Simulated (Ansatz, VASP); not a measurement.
## Two plane-wave programs on GaAs

```xyz
2
Lattice="0.0000 2.8976 2.8976 2.8976 0.0000 2.8976 2.8976 2.8976 0.0000" Properties=species:S:1:pos:R:3 pbc="T T T"
Ga    0.0000    0.0000    0.0000
As    1.4488    1.4488    1.4488
```

Alike in both runs: task relaxation of cell and atoms; functional LDA; k mesh 10 × 10 × 10; occupations fermi-dirac, width 0.02 eV; no spin polarisation.

```csv
,VASP,Ansatz
version,VASP 6.6.1,Ansatz 0.2.0
potentials or method,"VASP PAW LDA potentials, release 64 (Ga_d, As_d)","PAW with Ansatz's default frozen-core files, scalar-relativistic"
plane-wave cutoff (eV),510,420
valence electrons in the cell,28,28
```

```tsv
	VASP	Ansatz	Ansatz less VASP
relaxed volume (Å³/atom)	22.06	21.99	-0.072
relaxed length of the cell vector where the two differ most in proportion (Å)	3.966	3.962	-0.0043
```

LDA's correlation is that of Perdew and Zunger in VASP and of Perdew and Wang (1992) in Ansatz.
